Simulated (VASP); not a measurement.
Set up this calculation in VASP 6.6.1, as the native input.

```yaml
Task: single point
Functional: LDA
Potentials_or_basis: VASP PAW LDA potentials, release 64 (Al, Ru_pv)
Cutoff: 520 eV
k_mesh: 18 × 18 × 18
Occupations: fermi-dirac, width 0.15 eV
Spin: no spin polarisation
Dipole_correction: no
Further_INCAR_settings: ALGO = Normal; EDIFF = 1e-06; NBANDS = 17
```

The structure of Al2Ru lies in POSCAR:

```
Al2Ru
1.0
   -1.5509858979      1.5509858979      4.1709706809
    1.5509858979     -1.5509858979      4.1709706809
    1.5509858979      1.5509858979     -4.1709706809
Al Ru
2 1
Direct
    0.6589200178      0.6589200178      0.0000000000
    0.3410799822      0.3410799822      0.0000000000
    0.0000000000      0.0000000000      0.0000000000
```

One way to write it, as run:

INCAR

```
SYSTEM = Al2Ru
PREC = Accurate ; ENCUT = 520
EDIFF = 1E-6 ; ISMEAR = -1
SIGMA = 0.15 ; LREAL = .FALSE.
LASPH = .TRUE. ; NELM = 100
ALGO = Normal ; ISIF = 2
LWAVE = .FALSE. ; LCHARG = .FALSE.
GGA = CA ; NBANDS = 17
```

KPOINTS

```
regular mesh
0
G
  18 18 18
  0 0 0
```

Potentials or basis: VASP PAW LDA potentials, release 64 (Al, Ru_pv).

Run with:

```sh
$ cat potpaw_LDA.64/Al/POTCAR potpaw_LDA.64/Ru_pv/POTCAR > POTCAR
$ mpirun -np 1 vasp_std > vasp.out
```

It gave:

```
Pressure               : 0.5 GPa
Largest force          : 0.018 eV/Å
Band gap on the k mesh : zero (band 10 reaches 10.94 eV, above the bottom of band 11 at 10.75 eV)
```

It took 6.3 min on 1 thread of Intel(R) Xeon(R) Platinum 8259CL CPU @ 2.50GHz (Skylake/Cascade Lake), on a shared host, peak memory 0.42 GiB.
